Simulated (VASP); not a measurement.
Input of a VASP 6.6.1 run:

The input INCAR:

```
ALGO = Normal ; EDIFF = 1E-6
EDIFFG = -0.01 ; ENCUT = 520
GGA = PS ; IBRION = 2
ISIF = 2 ; ISMEAR = -1
LASPH = T ; LCHARG = F
LREAL = F ; LWAVE = F
NELM = 100 ; NSW = 60
PREC = Accurate ; SIGMA = 0.05
```

KPOINTS

```
k-points
0
Gamma
  8 8 3
```

File POSCAR:

```
Ta3N
1.0
    3.0322239879      0.0000000000      0.0000000000
   -1.5161119940      2.6259830035      0.0000000000
    0.0000000000      0.0000000000      7.5993783700
Ta N
3 1
Direct
    0.6666666667      0.3333333333      0.8260700000
    0.3333333333      0.6666666667      0.1739300000
    0.0000000000      0.0000000000      0.5000000000
    0.0000000000      0.0000000000      0.0000000000
```

Potentials or basis: VASP PAW PBE potentials, release 64 (Ta_pv, N).

The run is started by

```bash
$ cat potpaw_PBE.64/Ta_pv/POTCAR potpaw_PBE.64/N/POTCAR > POTCAR
$ mpirun -np 1 vasp_std > vasp.out
```

Problem. What does it give for the band gap on the k mesh?

Solution. Zero (band 19 reaches 6.67 eV, above the bottom of band 20 at 6.20 eV).

Problem. What does it give for the energy gained by relaxing?

Solution. 1.9 meV/atom.

Stress tensor (GPa, compression positive):
```
 -8.70   0.00   0.00
  0.00  -8.70   0.00
  0.00   0.00 -11.01
```

Caveat: the PAW data sets were made with another functional, which shifts forces and pressure a little; spin-orbit coupling is left out, which moves the levels of the heavy elements.
